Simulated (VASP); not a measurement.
# H2CS2 in VASP: single point with PBE+D3(BJ)

Aim: the single point of H2CS2 with PBE+D3(BJ).

Everything below comes from runs of VASP 6.6.1. Logs are shortened: lines on timing, memory, paths and dates and some standing lists are left out, and cuts for length are marked.

### 1 The cell of the first run

The cell holds a disordered packing, 30 atoms: a = 9.205 Å, b = 9.205 Å, c = 9.205 Å, α = 90.00°, β = 90.00°, γ = 90.00°.

### 2 Single point, PBE+D3(BJ)

Contents of INCAR:

```
PREC     = Accurate       # precision mode
ENCUT    = 1000           # plane-wave cutoff, eV
EDIFF    = 1E-6           # SCF threshold, eV
ISMEAR   = -1             # smearing method
SIGMA    = 0.05           # smearing width, eV
LREAL    = Auto         
LASPH    = True           # aspherical terms in the spheres
NELM     = 120            # most SCF steps
ALGO     = Normal         # electronic algorithm
ISIF     = 2              # what is computed and relaxed
LWAVE    = False          # write WAVECAR
LCHARG   = False          # write CHGCAR
GGA      = PE             # functional
IVDW     = 12             # dispersion correction
NBANDS   = 75             # bands
GGA_COMPAT= False
```

Contents of KPOINTS:

```
Automatic mesh
0
Gamma
  1 1 1
```

Contents of POSCAR:

```
H2CS2
1.0
    9.2051640000      0.0000000000      0.0000000000
    0.0000000000      9.2051640000      0.0000000000
    0.0000000000      0.0000000000      9.2051640000
H S C
12 12 6
Direct
    0.7974871496      0.7978673710      0.4313122504
    0.7874384422      0.8346402085      0.5059985895
    0.3867611701      0.5685612989      0.5391973462
    0.3874890225      0.5601421115      0.4593074061
    0.7304921455      0.6102878775      0.7170866266
    0.7385093845      0.5638248270      0.6495919030
    0.2220384124     -0.0136119248      0.6465935859
    0.2683167839      0.0261918202      0.6977170640
    0.5699844131      0.9246114464      0.7631911827
    0.6127756116      0.8672849283      0.8002138799
    0.8242221431      0.1945103857      0.7119916603
    0.7801599189      0.2025276247      0.7751844508
    1.1200126364      0.5548407394      0.3037425515
    0.8918037745      0.4498996433      0.0778476081
    0.3510312255      0.7440062991     -0.0362513911
    0.4223390262      0.8193444462      0.2901632171
    0.2112401257      0.1657656507      0.3589072395
    0.2335971418      0.1766291182      0.0211946251
    0.0185656660      0.7746195505      0.7976609651
    0.0755662800      0.4539082628      0.6998245767
    0.6789232652      0.3069146840      0.4620558634
    0.5212834883      0.4252612990      0.1881335303
    0.9329763163      0.8381708354      0.1838315971
    0.7107097712      1.0767760357      0.0882004927
    1.0014378886      0.5034891285      0.1930655445
    0.3835999011      0.7806161846      0.1285582745
    0.2202785306      0.1671235841      0.1904039950
    0.0487661056      0.6164800540      0.7479931916
    0.5981751113      0.3621119624      0.3246329995
    0.8240266007      0.9622859517      0.1350437646
```

Potentials or basis: VASP PAW PBE potentials, release 64 (H_h, S, C_h).

Command:

```sh
$ cat potpaw_PBE.64/H_h/POTCAR potpaw_PBE.64/S/POTCAR potpaw_PBE.64/C_h/POTCAR > POTCAR
$ mpirun -np 1 vasp_gam > vasp.out
```

OUTCAR:

```text
PREC = Accurate
   ENCUT = 1000
   EDIFF = 1E-6
   ISMEAR = -1
   LREAL = Auto
   LASPH = True
   NELM = 120
   ISIF = 2
   GGA = PE
   IVDW = 12
 IVDW          = 12

 ion  position               nearest neighbor table
   1  0.797  0.798  0.431-   2 0.77
   2  0.787  0.835  0.506-   1 0.77
   3  0.387  0.569  0.539-   4 0.74
   4  0.387  0.560  0.459-   3 0.74
   5  0.730  0.610  0.717-   6 0.76
   6  0.739  0.564  0.650-   5 0.76
[... 16 lines left out ...]
  23  0.933  0.838  0.184-  30 1.59
  24  0.711  0.077  0.088-  30 1.54
  25  0.001  0.503  0.193-  14 1.54  13 1.57
  26  0.384  0.781  0.129-  16 1.57  15 1.58
  27  0.220  0.167  0.190-  17 1.55  18 1.56
  28  0.049  0.616  0.748-  19 1.55  20 1.58
  29  0.598  0.362  0.325-  21 1.55  22 1.55
  30  0.824  0.962  0.135-  24 1.54  23 1.59

  LATTYP: Found a simple cubic cell.
 ALAT       =     9.2051640000

  Lattice vectors:

 A1 = (   9.2051640000,   0.0000000000,   0.0000000000)
 A2 = (   0.0000000000,   9.2051640000,   0.0000000000)
 A3 = (   0.0000000000,   0.0000000000,   9.2051640000)

Analysis of symmetry for initial positions (statically):
=====================================================================
 Subroutine PRICEL returns:
 Original cell was already a primitive cell.

 Routine SETGRP: Setting up the symmetry group for a
 simple cubic supercell.

 Subroutine GETGRP returns: Found  1 space group operations
 (whereof  1 operations were pure point group operations)
 out of a pool of 48 trial point group operations.

The static configuration has the point symmetry C_1 .

Analysis of symmetry for dynamics (positions and initial velocities):
=====================================================================
 Subroutine PRICEL returns:
 Original cell was already a primitive cell.

 Routine SETGRP: Setting up the symmetry group for a
 simple cubic supercell.

 Subroutine GETGRP returns: Found  1 space group operations
 (whereof  1 operations were pure point group operations)
 out of a pool of 48 trial point group operations.

The dynamic configuration has the point symmetry C_1 .

 Subroutine INISYM returns: Found  1 space group operations
 (whereof  1 operations are pure point group operations),
 and found     1 'primitive' translations

----------------------------------------------------------------------------------------

                                     Primitive cell

  volume of cell :     780.0000

  direct lattice vectors                    reciprocal lattice vectors
     9.205164000  0.000000000  0.000000000     0.108634675  0.000000000  0.000000000
     0.000000000  9.205164000  0.000000000     0.000000000  0.108634675  0.000000000
     0.000000000  0.000000000  9.205164000     0.000000000  0.000000000  0.108634675

  length of vectors
     9.205164000  9.205164000  9.205164000     0.108634675  0.108634675  0.108634675

  position of ions in fractional coordinates (direct lattice)
     0.797487150  0.797867371  0.431312250
     0.787438442  0.834640208  0.505998590
     0.386761170  0.568561299  0.539197346
     0.387489022  0.560142111  0.459307406
     0.730492146  0.610287877  0.717086627
     0.738509384  0.563824827  0.649591903
[... 22 lines left out ...]
     0.598175111  0.362111962  0.324632999
     0.824026601  0.962285952  0.135043765

  ion indices of the primitive-cell ions
   primitive index   ion index
                 1           1
                 2           2
                 3           3
                 4           4
                 5           5
                 6           6
[... 22 lines left out ...]
                29          29
                30          30

----------------------------------------------------------------------------------------

 KPOINTS: Automatic mesh

Automatic generation of k-mesh.
 Grid dimensions read from file:
 generate k-points for:    1    1    1

 Generating k-lattice:

  Cartesian coordinates                     Fractional coordinates (reciprocal lattice)
     0.108634675  0.000000000  0.000000000     1.000000000  0.000000000  0.000000000
     0.000000000  0.108634675  0.000000000     0.000000000  1.000000000  0.000000000
     0.000000000  0.000000000  0.108634675     0.000000000  0.000000000  1.000000000

  Length of vectors
     0.108634675  0.108634675  0.108634675

  Shift w.r.t. Gamma in fractional coordinates (k-lattice)
     0.000000000  0.000000000  0.000000000

 Subroutine IBZKPT returns following result:
 ===========================================

 Found      1 irreducible k-points:

 Following reciprocal coordinates:
            Coordinates               Weight
  0.000000  0.000000  0.000000      1.000000
   k-points           NKPTS =      1   k-points in BZ     NKDIM =      1   number of bands    NBANDS=     75
   number of dos      NEDOS =    301   number of ions     NIONS =     30
   total plane-waves  NPLWV = 884736
   dimension x,y,z NGX =    96 NGY =   96 NGZ =   96
   dimension x,y,z NGXF=   192 NGYF=  192 NGZF=  192
   ions per type =              12  12   6
   NGX,Y,Z   is equivalent  to a cutoff of  17.34, 17.34, 17.34 a.u.
   NGXF,Y,Z  is equivalent  to a cutoff of  34.68, 34.68, 34.68 a.u.
 SYSTEM =  unknown system
   PREC   = accura    normal or accurate (medium, high low for compatibility)
   ISTART =      0    job   : 0-new  1-cont  2-samecut
   ICHARG =      2    charge: 1-file 2-atom 10-const
   ISPIN  =      1    spin polarized calculation?
   LNONCOLLINEAR =      F non collinear calculations
   LSORBIT =      F    spin-orbit coupling
   LASPH  =      T    aspherical Exc in radial PAW
   ENCUT  = 1000.0 eV  73.50 Ry    8.57 a.u.  23.73 23.73 23.73*2*pi/ulx,y,z
   NELM   =    120;   NELMIN=  2; NELMDL= -5     # of ELM steps
   EDIFF  = 0.1E-05   stopping-criterion for ELM
   LREAL  =      T    real-space projection
   EDIFFG = 0.1E-04   stopping-criterion for IOM
   NSW    =      0    number of steps for IOM
   IBRION =     -1    ionic relax: 0-MD 1-quasi-New 2-CG
   NFREE  =      0    steps in history (QN), initial steepest desc. (CG)
   ISIF   =      2    stress and relaxation
   ISYM   =      2    0-nonsym 1-usesym 2-fastsym
   POTIM  = 0.5000    time-step for ionic-motion
   TEBEG  =    0.0;   TEEND  =   0.0 temperature during run
   PSTRESS=    0.0 pullay stress
   NELECT =     108.0000    total number of electrons
   NUPDOWN=      -1.0000    fix difference up-down
   EMIN   =  10.00;   EMAX   =-10.00  energy-range for DOS
   EFERMI =   0.00;   METHOD = LEGACY
   ISMEAR =    -1;   SIGMA  =   0.05  broadening in eV -4-tet -1-fermi 0-gaus
   EFERMI_NEDOS =   21; number of points for ismear=-14 and -15
   IALGO  =     38    algorithm
   IMIX   =      4    mixing-type and parameters
     AMIX     =   0.40;   BMIX     =  1.00
     AMIX_MAG =   1.60;   BMIX_MAG =  1.00
  volume/ion in A,a.u.               =      26.00       175.46
  Fermi-wavevector in a.u.,A,eV,Ry     =   0.846937  1.600479  9.759495  0.717303
  Thomas-Fermi vector in A             =   1.962364
   LORBIT       =      0    0 simple, 1 ext, 2 COOP (PROOUT), +10 PAW based schemes
   GGA     = PE    functional components
   LHFCALC =     F    Hartree Fock is set to
   AEXX    =    0.0000 exact exchange contribution
   IVDW    =    12    specifies the selected vdW correction
   LEPSILON=     F    determine dielectric tensor
   LRPA    =     F    only Hartree local field effects (RPA)
 non-spin polarized calculation
  energy-cutoff  :     1000.00
  volume of cell :      780.00
 maximum number of plane-waves:     28010
 NGX is ok and might be reduce to    96
   NGX = 47   NGY = 47   NGZ = 47

 number of electron     107.9999998 magnetization

 Free energy of the ion-electron system (eV)
  ---------------------------------------------------
  ext. energy  EPLUGINS =         0.00000000
  ---------------------------------------------------
  free energy    TOTEN  =      -140.27243597 eV

  energy without entropy =     -140.27243597  energy(sigma->0) =     -140.27243597

 E-fermi :  -1.2530     XC(G=0):  -6.0199

 val. band max:       -2.4740093872   @ k =   0.0000   0.0000   0.0000
 cond. band min:       0.8024373614   @ k =   0.0000   0.0000   0.0000
 fundamental gap:      3.2764467485
 Fermi energy:        -1.2529583807

 k-point     1 :       0.0000    0.0000    0.0000
  band No.  band energies     occupation
      1     -17.4895      2.00000
      2     -17.4115      2.00000
      3     -17.3844      2.00000
      4     -17.3271      2.00000
      5     -17.2501      2.00000
      6     -17.2135      2.00000
[... 58 lines left out ...]
     65       1.3930      0.00000
     66       1.5026      0.00000
 [bands above 66 left out]

------------------------ aborting loop because EDIFF is reached ----------------------------------------

 Edisp (eV)   -2.30573

 E8    (eV) :    -0.7349

  FORCE on cell =-STRESS in cart. coord.  units (eV):
  Direction    XX          YY          ZZ          XY          YZ          ZX
  --------------------------------------------------------------------------------------
  -------------------------------------------------------------------------------------
  Total      -0.20883    -1.85932    -3.14293     0.50755    -1.33780    -0.75833
  in kB      -0.42895    -3.81918    -6.45582     1.04255    -2.74795    -1.55766
  external pressure =       -3.57 kB  Pullay stress =        0.00 kB

 VOLUME and BASIS-vectors are now :
 -----------------------------------------------------------------------------
  energy-cutoff  :     1000.00
  volume of cell :      780.00
      direct lattice vectors                 reciprocal lattice vectors
     9.205164000  0.000000000  0.000000000     0.108634675  0.000000000  0.000000000
     0.000000000  9.205164000  0.000000000     0.000000000  0.108634675  0.000000000
     0.000000000  0.000000000  9.205164000     0.000000000  0.000000000  0.108634675

 POSITION                                       TOTAL-FORCE (eV/Angst)
 -----------------------------------------------------------------------------------
      7.34100      7.34450      3.97030        -0.098873      0.296571      0.613520
      7.24850      7.68300      4.65780         0.026821     -0.295443     -0.467523
      3.56020      5.23370      4.96340        -0.009449      0.002309      0.477828
      3.56690      5.15620      4.22800         0.041723     -0.054524     -0.352611
      6.72430      5.61780      6.60090        -0.020026     -0.126194     -0.163483
      6.79810      5.19010      5.97960        -0.071405      0.107937      0.195863
[... 22 lines left out ...]
      5.50630      3.33330      2.98830         0.062695      0.229271     -0.048001
      7.58530      8.85800      1.24310         0.964231     -1.354375      0.463818
 -----------------------------------------------------------------------------------
    total drift:                                0.008074      0.058490     -0.012123

  FREE ENERGIE OF THE ION-ELECTRON SYSTEM (eV)
  ---------------------------------------------------
  free  energy   TOTEN  =      -142.5781672698 eV

  energy  without entropy=     -142.5781672697  energy(sigma->0) =     -142.57816727
```

Run time: 4.4 min. Hardware: 1 thread of Intel Xeon Platinum 8375C at 2.90GHz (Ice Lake), shared host; peak memory 1.5 GiB.

Results:

```yaml
Free_energy: -142.5782 eV
Pressure: -0.4 GPa
Largest_force: 1.726 eV/Å
Dispersion_energy_per_atom: -0.077 eV
```

Forces in eV/Å, atoms in the order of the input:
```
H   -0.099  0.297  0.614
H    0.027 -0.295 -0.468
H   -0.009  0.002  0.478
H    0.042 -0.055 -0.353
H   -0.020 -0.126 -0.163
H   -0.071  0.108  0.196
H   -0.383 -0.322 -0.453
H    0.422  0.369  0.456
H   -0.131  0.240 -0.192
H    0.189 -0.204  0.116
H    0.856 -0.172 -1.146
H   -0.811  0.120  1.211
S   -0.358 -0.205 -0.153
S   -0.348 -0.153 -0.258
S    0.176  0.178  1.352
S   -0.227 -0.128 -0.829
S   -0.069 -0.102 -0.014
S   -0.080 -0.105  0.411
S   -0.041  0.012 -0.044
S   -0.120  0.998  0.282
S   -0.014 -0.124  0.006
S   -0.128 -0.028 -0.042
S   -0.709  1.171 -0.555
S   -0.214  0.413 -0.115
C    0.761  0.093  0.430
C    0.146  0.022 -0.495
C    0.107  0.155 -0.411
C    0.081 -1.033 -0.274
C    0.063  0.229 -0.048
C    0.964 -1.354  0.464
```

Caveat: the k points lie up to 0.68 Å⁻¹ apart.
